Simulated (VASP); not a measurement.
# Ge2Sb2Te5 (P-3m1) in VASP: notebook

Ge2Sb2Te5 is run at these levels: PBE; tasks: single point.

Everything below comes from runs of VASP 6.6.1. Logs are shortened: lines on timing, memory, paths and dates and some standing lists are left out, and cuts for length are marked.

### Step 1. The cell of the first run

Symmetry: P-3m1, No. 164, trigonal system. Conventional cell: a = 4.375 Å, b = 4.375 Å, c = 18.556 Å, α = 90.00°, β = 90.00°, γ = 120.00°. Within 3.8 Å of Ge (site symmetry 3m) lie 6 Te at 2.91 to 3.40 Å. Within 4.1 Å of Sb (site symmetry 3m) lie 6 Te at 3.10 to 3.27 Å. Te (site symmetry -3m) has 6 Sb at 3.27 Å and 6 Te at 4.37 Å within 4.4 Å. Within 4.1 Å of Te (site symmetry 3m) lie 3 Sb at 3.10 Å and 3 Ge at 3.40 Å. Within 3.8 Å of Te (site symmetry 3m) lie 3 Ge at 2.91 Å.

### Step 2. Single point, PBE (34.17 Å³/atom)

The input, INCAR:

```
SYSTEM = Ge2Sb2Te5
PREC = Accurate
ENCUT = 520
EDIFF = 1E-7
ISMEAR = 0
SIGMA = 0.03
LREAL = .False.
LASPH = .True.
NELM = 60
ALGO = Normal
ISIF = 2
LWAVE = .False.
LCHARG = .True.
GGA = PE
LELF = .True.
LVHAR = .True.
NBANDS = 44
```

The input, KPOINTS:

```
Automatic mesh
0
Gamma
  12 12 2
  0 0 0
```

The input, POSCAR:

```
Ge2Sb2Te5
1.0
    4.3747814453      0.0000000000      0.0000000000
   -2.1873907227      3.7886718677      0.0000000000
    0.0000000000      0.0000000000     18.5564531668
Ge Sb Te
2 2 5
Direct
    0.0000000000      0.0000000000      0.3314713560
    0.0000000000      0.0000000000      0.6685286440
    0.3333333333      0.6666666667      0.1121550832
    0.6666666667      0.3333333333      0.8878449168
    0.0000000000      0.0000000000      0.0000000000
    0.3333333333      0.6666666667      0.7913602895
    0.6666666667      0.3333333333      0.2086397105
    0.3333333333      0.6666666667      0.4097504733
    0.6666666667      0.3333333333      0.5902495267
```

Potentials or basis: VASP PAW PBE potentials, release 64 (Ge_d, Sb, Te).

On the command line:

```
> cat potpaw_PBE.64/Ge_d/POTCAR potpaw_PBE.64/Sb/POTCAR potpaw_PBE.64/Te/POTCAR > POTCAR
> mpirun -np 1 vasp_std > vasp.out
```

OUTCAR:

```text
SYSTEM = Ge2Sb2Te5
   PREC = Accurate
   ENCUT = 520
   EDIFF = 1E-7
   ISMEAR = 0
   LREAL = .False.
   LASPH = .True.
   NELM = 60
   ISIF = 2
   GGA = PE

 ion  position               nearest neighbor table
   1  0.000  0.000  0.331-   8 2.91   8 2.91   8 2.91
   2  0.000  0.000  0.669-   9 2.91   9 2.91   9 2.91
   3  0.333  0.667  0.112-   7 3.10   7 3.10   7 3.10   5 3.27   5 3.27   5 3.27
   4  0.667  0.333  0.888-   6 3.10   6 3.10   6 3.10   5 3.27   5 3.27   5 3.27
   5  0.000  0.000  0.000-   3 3.27   4 3.27   4 3.27   3 3.27   4 3.27   3 3.27
   6  0.333  0.667  0.791-   4 3.10   4 3.10   4 3.10
   7  0.667  0.333  0.209-   3 3.10   3 3.10   3 3.10
   8  0.333  0.667  0.410-   1 2.91   1 2.91   1 2.91
   9  0.667  0.333  0.590-   2 2.91   2 2.91   2 2.91

  LATTYP: Found a hexagonal cell.
 ALAT       =     4.3747814453
 C/A-ratio  =     4.2416869046

  Lattice vectors:

 A1 = (   4.3747814453,   0.0000000000,   0.0000000000)
 A2 = (  -2.1873907227,   3.7886718677,   0.0000000000)
 A3 = (   0.0000000000,   0.0000000000,  18.5564531668)

Analysis of symmetry for initial positions (statically):
=====================================================================
 Subroutine PRICEL returns:
 Original cell was already a primitive cell.

 Routine SETGRP: Setting up the symmetry group for a
 hexagonal supercell.

 Subroutine GETGRP returns: Found 12 space group operations
 (whereof 12 operations were pure point group operations)
 out of a pool of 24 trial point group operations.

The static configuration has the point symmetry D_3d.

Analysis of symmetry for dynamics (positions and initial velocities):
=====================================================================
 Subroutine PRICEL returns:
 Original cell was already a primitive cell.

 Routine SETGRP: Setting up the symmetry group for a
 hexagonal supercell.

 Subroutine GETGRP returns: Found 12 space group operations
 (whereof 12 operations were pure point group operations)
 out of a pool of 24 trial point group operations.

The dynamic configuration has the point symmetry D_3d.

 Subroutine INISYM returns: Found 12 space group operations
 (whereof 12 operations are pure point group operations),
 and found     1 'primitive' translations

----------------------------------------------------------------------------------------

                                     Primitive cell

  volume of cell :     307.5660

  direct lattice vectors                    reciprocal lattice vectors
     4.374781445  0.000000000  0.000000000     0.228582848  0.131972369  0.000000000
    -2.187390723  3.788671868  0.000000000     0.000000000  0.263944737  0.000000000
     0.000000000  0.000000000 18.556453167     0.000000000  0.000000000  0.053889609

  length of vectors
     4.374781445  4.374781445 18.556453167     0.263944737  0.263944737  0.053889609

  position of ions in fractional coordinates (direct lattice)
     0.000000000  0.000000000  0.331471356
     0.000000000  0.000000000  0.668528644
     0.333333333  0.666666667  0.112155083
     0.666666667  0.333333333  0.887844917
     0.000000000  0.000000000  0.000000000
     0.333333333  0.666666667  0.791360289
     0.666666667  0.333333333  0.208639711
     0.333333333  0.666666667  0.409750473
     0.666666667  0.333333333  0.590249527

  ion indices of the primitive-cell ions
   primitive index   ion index
                 1           1
                 2           2
                 3           3
                 4           4
                 5           5
                 6           6
                 7           7
                 8           8
                 9           9

----------------------------------------------------------------------------------------

 KPOINTS: Automatic mesh

Automatic generation of k-mesh.
 Grid dimensions read from file:
 generate k-points for:   12   12    2

 Generating k-lattice:

  Cartesian coordinates                     Fractional coordinates (reciprocal lattice)
     0.019048571  0.010997697  0.000000000     0.083333333 -0.000000000  0.000000000
     0.000000000  0.021995395  0.000000000     0.000000000  0.083333333  0.000000000
     0.000000000  0.000000000  0.026944804     0.000000000  0.000000000  0.500000000

  Length of vectors
     0.021995395  0.021995395  0.026944804

  Shift w.r.t. Gamma in fractional coordinates (k-lattice)
     0.000000000  0.000000000  0.000000000

 Subroutine IBZKPT returns following result:
 ===========================================

 Found     38 irreducible k-points:

 Following reciprocal coordinates:
            Coordinates               Weight
  0.000000  0.000000  0.000000      1.000000
  0.083333  0.000000  0.000000      6.000000
  0.166667  0.000000  0.000000      6.000000
  0.250000  0.000000  0.000000      6.000000
  0.333333  0.000000  0.000000      6.000000
  0.416667  0.000000  0.000000      6.000000
[... 16 lines left out ...]
  0.250000  0.000000  0.500000      6.000000
  0.333333  0.000000  0.500000      6.000000
 [... further k-points ...]
   k-points           NKPTS =     38   k-points in BZ     NKDIM =     38   number of bands    NBANDS=     44
   number of dos      NEDOS =    301   number of ions     NIONS =      9
   total plane-waves  NPLWV = 181440
   dimension x,y,z NGX =    36 NGY =   36 NGZ =  140
   dimension x,y,z NGXF=    72 NGYF=   72 NGZF=  280
   ions per type =               2   2   5
   NGX,Y,Z   is equivalent  to a cutoff of  13.68, 13.68, 12.54 a.u.
   NGXF,Y,Z  is equivalent  to a cutoff of  27.36, 27.36, 25.08 a.u.
 SYSTEM =  Ge2Sb2Te5
   PREC   = accura    normal or accurate (medium, high low for compatibility)
   ISTART =      0    job   : 0-new  1-cont  2-samecut
   ICHARG =      2    charge: 1-file 2-atom 10-const
   ISPIN  =      1    spin polarized calculation?
   LNONCOLLINEAR =      F non collinear calculations
   LSORBIT =      F    spin-orbit coupling
   LASPH  =      T    aspherical Exc in radial PAW
   ENCUT  =  520.0 eV  38.22 Ry    6.18 a.u.   8.13  8.13 34.50*2*pi/ulx,y,z
   NELM   =     60;   NELMIN=  2; NELMDL= -5     # of ELM steps
   EDIFF  = 0.1E-06   stopping-criterion for ELM
   LREAL  =      F    real-space projection
   EDIFFG = 0.1E-05   stopping-criterion for IOM
   NSW    =      0    number of steps for IOM
   IBRION =     -1    ionic relax: 0-MD 1-quasi-New 2-CG
   NFREE  =      0    steps in history (QN), initial steepest desc. (CG)
   ISIF   =      2    stress and relaxation
   ISYM   =      2    0-nonsym 1-usesym 2-fastsym
   POTIM  = 0.5000    time-step for ionic-motion
   TEBEG  =    0.0;   TEEND  =   0.0 temperature during run
   PSTRESS=    0.0 pullay stress
   NELECT =      68.0000    total number of electrons
   NUPDOWN=      -1.0000    fix difference up-down
   EMIN   =  10.00;   EMAX   =-10.00  energy-range for DOS
   EFERMI =   0.00;   METHOD = LEGACY
   ISMEAR =     0;   SIGMA  =   0.03  broadening in eV -4-tet -1-fermi 0-gaus
   EFERMI_NEDOS =   21; number of points for ismear=-14 and -15
   IALGO  =     38    algorithm
   IMIX   =      4    mixing-type and parameters
     AMIX     =   0.40;   BMIX     =  1.00
     AMIX_MAG =   1.60;   BMIX_MAG =  1.00
  volume/ion in A,a.u.               =      34.17       230.62
  Fermi-wavevector in a.u.,A,eV,Ry     =   0.989916  1.870670 13.332808  0.979934
  Thomas-Fermi vector in A             =   2.121549
   LORBIT       =      0    0 simple, 1 ext, 2 COOP (PROOUT), +10 PAW based schemes
   GGA     = PE    functional components
   LHFCALC =     F    Hartree Fock is set to
   AEXX    =    0.0000 exact exchange contribution
   IVDW    =     0    specifies the selected vdW correction
   LEPSILON=     F    determine dielectric tensor
   LRPA    =     F    only Hartree local field effects (RPA)
 non-spin polarized calculation
 Gauss-broadening in eV      SIGMA  =   0.03
  energy-cutoff  :      520.00
  volume of cell :      307.57
 maximum number of plane-waves:      8324
 NGX is ok and might be reduce to    36
   NGX = 17   NGY = 17   NGZ = 69

 number of electron      67.9999982 magnetization

 Free energy of the ion-electron system (eV)
  ---------------------------------------------------
  ext. energy  EPLUGINS =         0.00000000
  ---------------------------------------------------
  free energy    TOTEN  =       -33.62271201 eV

  energy without entropy =      -33.62226825  energy(sigma->0) =      -33.62249013

 E-fermi :   5.0248     XC(G=0):  -8.8633

 val. band max:        5.0043331929   @ k =   0.0833   0.0000   0.5000
 cond. band min:       5.0452846968   @ k =   0.0833   0.0000   0.5000
 fundamental gap:      0.0409515038
 Fermi energy:         5.0247935114

 k-point     1 :       0.0000    0.0000    0.0000
  band No.  band energies     occupation
      1     -19.8048      2.00000
      2     -19.8048      2.00000
      3     -19.8048      2.00000
      4     -19.8048      2.00000
      5     -19.7967      2.00000
      6     -19.7967      2.00000
[... 36 lines left out ...]
     43       6.9351      0.00000
     44       7.0203      0.00000

 k-point     2 :       0.0833    0.0000    0.0000
  band No.  band energies     occupation
      1     -19.8049      2.00000
      2     -19.8049      2.00000
      3     -19.8047      2.00000
      4     -19.8047      2.00000
      5     -19.7967      2.00000
      6     -19.7967      2.00000
[... 36 lines left out ...]
     43       7.1366      0.00000
     44       7.2519      0.00000

 k-point     3 :       0.1667    0.0000    0.0000
  band No.  band energies     occupation
      1     -19.8051      2.00000
      2     -19.8051      2.00000
      3     -19.8044      2.00000
      4     -19.8044      2.00000
      5     -19.7969      2.00000
      6     -19.7969      2.00000
[... 976 lines left out ...]
     43       7.7780      0.00000
     44       7.8692      0.00000

 k-point    24 :       0.3333    0.0000    0.5000
  band No.  band energies     occupation
      1     -19.8056      2.00000
      2     -19.8056      2.00000
      3     -19.8036      2.00000
      4     -19.8036      2.00000
      5     -19.7973      2.00000
      6     -19.7973      2.00000
[... 36 lines left out ...]
     43       7.9174      0.00000
     44       8.1358      0.00000

 [... further k-points ...]

------------------------ aborting loop because EDIFF is reached ----------------------------------------

  FORCE on cell =-STRESS in cart. coord.  units (eV):
  Direction    XX          YY          ZZ          XY          YZ          ZX
  --------------------------------------------------------------------------------------
  -------------------------------------------------------------------------------------
  Total       -5.8398372     -5.8398372     -5.5175371      0.0000000      0.0000000      0.0000000
  in kB      -30.4209656    -30.4209656    -28.7420353      0.0000000      0.0000000      0.0000000
  external PRESSURE =     -29.8613222 kB  Pullay stress =       0.0000000 kB

 VOLUME and BASIS-vectors are now :
 -----------------------------------------------------------------------------
  energy-cutoff  :      520.00
  volume of cell :      307.57
      direct lattice vectors                 reciprocal lattice vectors
     4.374781445  0.000000000  0.000000000     0.228582848  0.131972369  0.000000000
    -2.187390723  3.788671868  0.000000000     0.000000000  0.263944737  0.000000000
     0.000000000  0.000000000 18.556453167     0.000000000  0.000000000  0.053889609

 POSITION                                       TOTAL-FORCE (eV/Angst)
 -----------------------------------------------------------------------------------
      0.00000      0.00000      6.15093         0.000000     -0.000000      0.298156
      0.00000      0.00000     12.40552        -0.000000      0.000000     -0.298156
     -0.00000      2.52578      2.08120         0.000000      0.000000      0.143513
      2.18739      1.26289     16.47525        -0.000000     -0.000000     -0.143513
      0.00000      0.00000      0.00000        -0.000000      0.000000     -0.000000
     -0.00000      2.52578     14.68484         0.000000      0.000000      0.417396
      2.18739      1.26289      3.87161         0.000000     -0.000000     -0.417396
     -0.00000      2.52578      7.60352         0.000000     -0.000000     -0.374412
      2.18739      1.26289     10.95294        -0.000000      0.000000      0.374412
 -----------------------------------------------------------------------------------
    total drift:                               -0.000000      0.000000      0.000000

  FREE ENERGIE OF THE ION-ELECTRON SYSTEM (eV)
  ---------------------------------------------------
  free  energy   TOTEN  =       -33.6227120095 eV

  energy  without entropy=      -33.6222682528  energy(sigma->0) =      -33.62249013
```

It took 8.1 min on 1 thread of Intel Xeon Platinum 8488C (Sapphire Rapids), shared host; peak memory 0.74 GiB.

What came out:

* Free energy: -33.6227 eV
* Pressure: -3.0 GPa
* Largest force: 0.417 eV/Å
* Band gap on the k mesh: 0.04 eV

Forces on the atoms (eV/Å):
```
Ge   0.000  0.000  0.298
Ge   0.000  0.000 -0.298
Sb   0.000  0.000  0.144
Sb   0.000  0.000 -0.144
Te   0.000  0.000  0.000
Te   0.000  0.000  0.417
Te   0.000  0.000 -0.417
Te   0.000  0.000 -0.374
Te   0.000  0.000  0.374
```

Stress tensor (GPa, compression positive):
```
-3.04  0.00  0.00
 0.00 -3.04  0.00
 0.00  0.00 -2.87
```

Caveat: spin-orbit coupling is left out, which moves the levels of the heavy elements; this functional lacks dispersion, which binds the layers, so the pressure and a relaxed spacing across them are unreliable.

### Step 3. Single point, PBE (36.71 Å³/atom)

This run uses another cell than the first one, of 36.71 Å³/atom.

The input, INCAR:

```
SYSTEM = Ge2Sb2Te5
ALGO = Normal
EDIFF = 1E-6
ENCUT = 520
GGA = PE
ISIF = 2
ISMEAR = 0
LASPH = .True.
LCHARG = .False.
LREAL = .False.
LWAVE = .False.
NBANDS = 44
NELM = 60
PREC = Accurate
SIGMA = 0.03
```

The input, KPOINTS:

```
k-points
0
Gamma
  12 12 2
  0 0 0
```

POSCAR, as its differences from that of step 2:

```diff
@@ -2,5 +2,5 @@
 1.0
-    4.3747814453      0.0000000000      0.0000000000
-   -2.1873907227      3.7886718677      0.0000000000
-    0.0000000000      0.0000000000     18.5564531668
+    4.3464290248      0.0000000000      0.0000000000
+   -2.1732145124      3.7641179513      0.0000000000
+    0.0000000000      0.0000000000     20.1922053207
 Ge Sb Te
```

Potentials or basis: VASP PAW PBE potentials, release 64 (Ge_d, Sb, Te).

On the command line:

```
> cat potpaw_PBE.64/Ge_d/POTCAR potpaw_PBE.64/Sb/POTCAR potpaw_PBE.64/Te/POTCAR > POTCAR
> mpirun -np 1 vasp_std > vasp.out
```

OUTCAR:

```text
SYSTEM = Ge2Sb2Te5
   EDIFF = 1E-6
   ENCUT = 520
   GGA = PE
   ISIF = 2
   ISMEAR = 0
   LASPH = .True.
   LREAL = .False.
   NELM = 60
   PREC = Accurate

 ion  position               nearest neighbor table
   1  0.000  0.000  0.331-   8 2.97   8 2.97   8 2.97
   2  0.000  0.000  0.669-   9 2.97   9 2.97   9 2.97
   3  0.333  0.667  0.112-   7 3.18   7 3.18   7 3.18   5 3.38   5 3.38   5 3.38
[... 1348 lines left out ...]
  Total       -8.1913889     -8.1913889    -13.4699417      0.0000000      0.0000000      0.0000000
  in kB      -39.7272548    -39.7272548    -65.3276036      0.0000000      0.0000000      0.0000000
  external PRESSURE =     -48.2607044 kB  Pullay stress =       0.0000000 kB

 VOLUME and BASIS-vectors are now :
 -----------------------------------------------------------------------------
  energy-cutoff  :      520.00
  volume of cell :      330.35
      direct lattice vectors                 reciprocal lattice vectors
     4.346429025  0.000000000  0.000000000     0.230073928  0.132833244  0.000000000
    -2.173214512  3.764117951  0.000000000     0.000000000  0.265666489  0.000000000
     0.000000000  0.000000000 20.192205321     0.000000000  0.000000000  0.049524061

 POSITION                                       TOTAL-FORCE (eV/Angst)
 -----------------------------------------------------------------------------------
      0.00000      0.00000      6.69314        -0.000000      0.000000      0.777920
      0.00000      0.00000     13.49907        -0.000000      0.000000     -0.777920
     -0.00000      2.50941      2.26466         0.000000     -0.000000      0.378540
      2.17321      1.25471     17.92755        -0.000000      0.000000     -0.378540
      0.00000      0.00000      0.00000         0.000000      0.000000      0.000000
     -0.00000      2.50941     15.97931         0.000000     -0.000000      1.025849
      2.17321      1.25471      4.21290         0.000000      0.000000     -1.025849
     -0.00000      2.50941      8.27377         0.000000     -0.000000     -0.983967
      2.17321      1.25471     11.91844         0.000000      0.000000      0.983967
 -----------------------------------------------------------------------------------
    total drift:                                0.000000     -0.000000      0.000000

  FREE ENERGIE OF THE ION-ELECTRON SYSTEM (eV)
  ---------------------------------------------------
  free  energy   TOTEN  =       -32.9151570176 eV

  energy  without entropy=      -32.9141861503  energy(sigma->0) =      -32.91467158
```

OSZICAR:

```text
N       E                     dE             d eps       ncg     rms          rms(c)
DAV:   1     0.567584729398E+03    0.56758E+03   -0.26899E+04  4084   0.188E+03
DAV:   2     0.575722219421E+02   -0.51001E+03   -0.49025E+03  3600   0.503E+02
DAV:   3    -0.274626362131E+02   -0.85035E+02   -0.81856E+02  4016   0.146E+02
DAV:   4    -0.331536478308E+02   -0.56910E+01   -0.56147E+01  3956   0.436E+01
DAV:   5    -0.333834219560E+02   -0.22977E+00   -0.22904E+00  4704   0.862E+00    0.774E+00
DAV:   6    -0.331138806986E+02    0.26954E+00   -0.27682E+00  4672   0.666E+00    0.679E+00
DAV:   7    -0.329436238460E+02    0.17026E+00   -0.25795E+00  4356   0.450E+00    0.356E+00
DAV:   8    -0.329117927189E+02    0.31831E-01   -0.49428E-01  4468   0.238E+00    0.897E-01
DAV:   9    -0.329153024195E+02   -0.35097E-02   -0.85120E-02  3740   0.988E-01    0.664E-01
DAV:  10    -0.329149612212E+02    0.34120E-03   -0.61971E-03  4776   0.284E-01    0.528E-01
DAV:  11    -0.329152883515E+02   -0.32713E-03   -0.82261E-04  3732   0.104E-01    0.285E-01
DAV:  12    -0.329151440644E+02    0.14429E-03   -0.14238E-03  4256   0.116E-01    0.952E-02
DAV:  13    -0.329151626660E+02   -0.18602E-04   -0.24432E-04  3440   0.473E-02    0.943E-02
DAV:  14    -0.329151596938E+02    0.29722E-05   -0.70381E-06  4144   0.122E-02    0.799E-02
DAV:  15    -0.329151558653E+02    0.38285E-05   -0.21939E-05  3888   0.151E-02    0.285E-02
DAV:  16    -0.329151572819E+02   -0.14166E-05   -0.14366E-05  3328   0.122E-02    0.163E-02
DAV:  17    -0.329151570176E+02    0.26426E-06   -0.96379E-07  2100   0.467E-03
   1 F= -.32915157E+02 E0= -.32914672E+02  d E =-.970867E-03
```

Wall time 18 min (1 thread of Intel Xeon 8259CL, shared host); peak memory 0.74 GiB.

What came out:

| Item | Value |
| --- | --- |
| Free energy | -32.9152 eV |
| Pressure | -4.8 GPa |
| Largest force | 1.026 eV/Å |
| Band gap on the k mesh | zero (bands 34 and 35 overlap by 0.08 eV) |

Forces on the atoms (eV/Å):
```
Ge   0.000  0.000  0.778
Ge   0.000  0.000 -0.778
Sb   0.000  0.000  0.379
Sb   0.000  0.000 -0.379
Te   0.000  0.000  0.000
Te   0.000  0.000  1.026
Te   0.000  0.000 -1.026
Te   0.000  0.000 -0.984
Te   0.000  0.000  0.984
```

Caveat: the cell stands under tension; spin-orbit coupling is left out, which moves the levels of the heavy elements; this functional lacks dispersion, which binds the layers, so the pressure and a relaxed spacing across them are unreliable; forces of over 1 eV/Å act on the atoms, so gaps and moduli don't describe the material at rest.
